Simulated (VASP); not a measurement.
# WS2 (R3m) in VASP: notebook, part 2 of 2

VASP 6.6.1. Earlier steps stand in the parts before.

### 4 Single point, PBE

Contents of INCAR:

```
  PREC = Accurate
  ENCUT = 520
  EDIFF = 1E-7
  ISMEAR = 0
  SIGMA = 0.02
  LREAL = False
  LASPH = True
  NELM = 60
  ALGO = Normal
  ISIF = 2
  LWAVE = False
  LCHARG = False
  GGA = PE
  NBANDS = 20
```

Contents of KPOINTS:

```
regular mesh
0
Gamma
  12 12 12
```

Contents of POSCAR:

```
WS2
1.0
    1.5938737115      0.9202234164      7.4744429926
   -1.5938737115      0.9202234164      7.4744429926
    0.0000000000     -1.8404468328      7.4744429926
W S
1 2
Direct
    0.0006774473      0.0006774473      0.0006774473
    0.4040743331      0.4040743331      0.4040743331
    0.2639482196      0.2639482196      0.2639482196
```

Potentials or basis: VASP PAW PBE potentials, release 64 (W_sv, S).

Run with:

```bash
$ cat potpaw_PBE.64/W_sv/POTCAR potpaw_PBE.64/S/POTCAR > POTCAR
$ mpirun -np 1 vasp_std > vasp.out
```

OUTCAR:

```text
PREC = Accurate
   ENCUT = 520
   EDIFF = 1E-7
   ISMEAR = 0
   LREAL = False
   LASPH = True
   NELM = 60
   ISIF = 2
   GGA = PE

 ion  position               nearest neighbor table
   1  0.001  0.001  0.001-   3 2.42   3 2.42   3 2.42   2 2.42   2 2.42   2 2.42
   2  0.404  0.404  0.404-   1 2.42   1 2.42   1 2.42
   3  0.264  0.264  0.264-   1 2.42   1 2.42   1 2.42

  LATTYP: Found a trigonal (rhomboedric) cell.
 ALAT       =     7.6976972267
 COS(alpha) =     0.9142535476

  Lattice vectors:

 A1 = (   1.5938737115,   0.9202234164,   7.4744429926)
 A2 = (  -1.5938737115,   0.9202234164,   7.4744429926)
 A3 = (   0.0000000000,  -1.8404468328,   7.4744429926)

Analysis of symmetry for initial positions (statically):
=====================================================================
 Subroutine PRICEL returns:
 Original cell was already a primitive cell.

 Routine SETGRP: Setting up the symmetry group for a
 trigonal (rhombohedral) supercell.

 Subroutine GETGRP returns: Found  6 space group operations
 (whereof  6 operations were pure point group operations)
 out of a pool of 12 trial point group operations.

The static configuration has the point symmetry C_3v.

Analysis of symmetry for dynamics (positions and initial velocities):
=====================================================================
 Subroutine PRICEL returns:
 Original cell was already a primitive cell.

 Routine SETGRP: Setting up the symmetry group for a
 trigonal (rhombohedral) supercell.

 Subroutine GETGRP returns: Found  6 space group operations
 (whereof  6 operations were pure point group operations)
 out of a pool of 12 trial point group operations.

The dynamic configuration has the point symmetry C_3v.

 Subroutine INISYM returns: Found  6 space group operations
 (whereof  6 operations are pure point group operations),
 and found     1 'primitive' translations

[... 115 lines left out ...]
     AMIX     =   0.40;   BMIX     =  1.00
     AMIX_MAG =   1.60;   BMIX_MAG =  1.00
  volume/ion in A,a.u.               =      21.93       147.96
  Fermi-wavevector in a.u.,A,eV,Ry     =   1.201453  2.270417 19.639871  1.443490
  Thomas-Fermi vector in A             =   2.337262
   LORBIT       =      0    0 simple, 1 ext, 2 COOP (PROOUT), +10 PAW based schemes
   GGA     = PE    functional components
   LHFCALC =     F    Hartree Fock is set to
   AEXX    =    0.0000 exact exchange contribution
   IVDW    =     0    specifies the selected vdW correction
   LEPSILON=     F    determine dielectric tensor
   LRPA    =     F    only Hartree local field effects (RPA)
 non-spin polarized calculation
 Gauss-broadening in eV      SIGMA  =   0.02
  energy-cutoff  :      520.00
  volume of cell :       65.78
 maximum number of plane-waves:      1791
 NGX is ok and might be reduce to    60
   NGX = 29   NGY = 29   NGZ = 29

 number of electron      26.0000000 magnetization

 Free energy of the ion-electron system (eV)
  ---------------------------------------------------
  ext. energy  EPLUGINS =         0.00000000
  ---------------------------------------------------
  free energy    TOTEN  =       -23.68177815 eV

  energy without entropy =      -23.68177815  energy(sigma->0) =      -23.68177815

 E-fermi :   4.8611     XC(G=0):  -9.4565

 val. band max:        4.6196124501   @ k =   0.5000   0.5000   0.5000
 cond. band min:       6.2685140464   @ k =  -0.3333   0.3333   0.0000
 fundamental gap:      1.6489015963
 Fermi energy:         4.8610582835

 k-point     1 :       0.0000    0.0000    0.0000
  band No.  band energies     occupation
      1     -69.5859      2.00000
      2     -33.8140      2.00000
      3     -33.6699      2.00000
      4     -33.6699      2.00000
      5     -10.2678      2.00000
      6      -8.6306      2.00000
[... 541 lines left out ...]
     19      12.9548      0.00000
     20      13.4964      0.00000

 [... further k-points ...]

------------------------ aborting loop because EDIFF is reached ----------------------------------------

  FORCE on cell =-STRESS in cart. coord.  units (eV):
  Direction    XX          YY          ZZ          XY          YZ          ZX
  --------------------------------------------------------------------------------------
  -------------------------------------------------------------------------------------
  Total       -0.0124923     -0.0124923     -0.0141531      0.0000000      0.0000000      0.0000000
  in kB       -0.3042825     -0.3042825     -0.3447352      0.0000000      0.0000000      0.0000000
  external PRESSURE =      -0.3177667 kB  Pullay stress =       0.0000000 kB

 VOLUME and BASIS-vectors are now :
 -----------------------------------------------------------------------------
  energy-cutoff  :      520.00
  volume of cell :       65.78
      direct lattice vectors                 reciprocal lattice vectors
     1.593873711  0.920223416  7.474442993     0.313701140  0.181115438  0.044596411
    -1.593873711  0.920223416  7.474442993    -0.313701140  0.181115438  0.044596411
     0.000000000 -1.840446833  7.474442993     0.000000000 -0.362230875  0.044596411

 POSITION                                       TOTAL-FORCE (eV/Angst)
 -----------------------------------------------------------------------------------
      0.00000      0.00000      0.01519         0.000000      0.000000      0.000085
      0.00000      0.00000      9.06069         0.000000      0.000000      0.004005
      0.00000      0.00000      5.91860         0.000000      0.000000     -0.004090
 -----------------------------------------------------------------------------------
    total drift:                                0.000000      0.000000     -0.000012

  FREE ENERGIE OF THE ION-ELECTRON SYSTEM (eV)
  ---------------------------------------------------
  free  energy   TOTEN  =       -23.6817781458 eV

  energy  without entropy=      -23.6817781458  energy(sigma->0) =      -23.68177815
```

OSZICAR:

```text
N       E                     dE             d eps       ncg     rms          rms(c)
DAV:   1     0.201944716641E+03    0.20194E+03   -0.12819E+04  7568   0.125E+03
DAV:   2    -0.139658723701E+02   -0.21591E+03   -0.20884E+03  9120   0.332E+02
DAV:   3    -0.249055519202E+02   -0.10940E+02   -0.10830E+02  9584   0.708E+01
DAV:   4    -0.250907642665E+02   -0.18521E+00   -0.18508E+00  9364   0.100E+01
DAV:   5    -0.250949018373E+02   -0.41376E-02   -0.41374E-02  9568   0.153E+00    0.259E+01
DAV:   6    -0.238725259125E+02    0.12224E+01   -0.67437E+00  8324   0.173E+01    0.106E+01
DAV:   7    -0.237336335584E+02    0.13889E+00   -0.14489E+00  8344   0.676E+00    0.540E+00
DAV:   8    -0.236827420766E+02    0.50891E-01   -0.26867E-01  9064   0.348E+00    0.106E+00
DAV:   9    -0.236820026814E+02    0.73940E-03   -0.11956E-02  9256   0.742E-01    0.517E-01
DAV:  10    -0.236817842663E+02    0.21842E-03   -0.43316E-03  8980   0.447E-01    0.905E-02
DAV:  11    -0.236817403607E+02    0.43906E-04   -0.56228E-04  8740   0.158E-01    0.596E-02
DAV:  12    -0.236817755678E+02   -0.35207E-04   -0.11831E-04  8308   0.808E-02    0.204E-02
DAV:  13    -0.236817774100E+02   -0.18422E-05   -0.37253E-05  8204   0.439E-02    0.602E-03
DAV:  14    -0.236817779891E+02   -0.57910E-06   -0.31086E-06  9332   0.110E-02    0.468E-03
DAV:  15    -0.236817781324E+02   -0.14334E-06   -0.40442E-07  7888   0.451E-03    0.109E-03
DAV:  16    -0.236817781458E+02   -0.13422E-07   -0.45429E-08  6008   0.144E-03
   1 F= -.23681778E+02 E0= -.23681778E+02  d E =-.331692E-68
```

stdout:

```text
POSCAR found type information on POSCAR W S
 POSCAR found :  2 types and       3 ions
 scaLAPACK will be used
 LDA part: xc-table for (Slater+PW92), standard interpolation
 POSCAR, INCAR and KPOINTS ok, starting setup
 FFT: planning ... GRIDC
 FFT: planning ... GRID_SOFT
 FFT: planning ... GRID
 WAVECAR not read
 entering main loop
```

Wall time 35 min (1 thread of Intel Xeon 8259CL, shared host); peak memory 0.64 GiB.

What came out:

* Free energy: -23.6818 eV
* Pressure: 0.0 GPa
* Largest force: 0.004 eV/Å
* Band gap on the k mesh: 1.65 eV (least direct gap 1.81 eV)

Forces on the atoms (eV/Å):
```
W    0.000  0.000  0.000
S    0.000  0.000  0.004
S    0.000  0.000 -0.004
```

Caveat: spin-orbit coupling is left out, which moves the levels of the heavy elements.

### 5 Single point, PBE

Contents of INCAR:

```
SYSTEM = WS2
PREC = Accurate ; ENCUT = 520
EDIFF = 1E-6 ; ISMEAR = 0
SIGMA = 0.02 ; LREAL = .False.
LASPH = .True. ; NELM = 80
ALGO = Normal ; ISIF = 2
LWAVE = .False. ; LCHARG = .False.
GGA = PE ; NBANDS = 20
```

Contents of KPOINTS:

```
regular mesh
0
Gamma
  12 12 12
  0 0 0
```

POSCAR is that of step 4.

Run with:

```bash
$ cat potpaw_PBE.64/W_sv/POTCAR potpaw_PBE.64/S/POTCAR > POTCAR
$ mpirun -np 1 vasp_std > vasp.out
```

Wall time 30 min (1 thread of Intel Xeon 8259CL, shared host); peak memory 0.64 GiB.

Results (log left out):

```yaml
Free_energy: -23.6818 eV
Pressure: 0.0 GPa
Largest_force: 0.004 eV/Å
Band_gap_on_the_k_mesh: 1.65 eV (least direct gap 1.81 eV)
```

Forces on the atoms (eV/Å):
```
W    0.000  0.000  0.000
S    0.000  0.000  0.004
S    0.000  0.000 -0.004
```

Levels at points of the mesh, in eV from the valence-band top:
```
           k point  band 10  band 11  band 12  band 13  band 14  band 15  band 16  band 17
(0.00, 0.00, 0.00)    -2.00    -1.78    -1.78    -0.40     2.70     2.70     2.86     2.86
(0.50, 0.00, 0.00)    -3.56    -2.26    -1.44    -1.11     2.67     3.10     3.94     4.51
(0.50, 0.50, 0.00)    -3.55    -2.35    -1.45    -1.07     2.67     3.13     3.80     4.55
(0.50, 0.50, 0.50)    -2.53    -1.78    -1.78     0.00     2.71     2.71     2.85     2.85
```

Caveat: spin-orbit coupling is left out, which moves the levels of the heavy elements. A k mesh can miss the band edges.
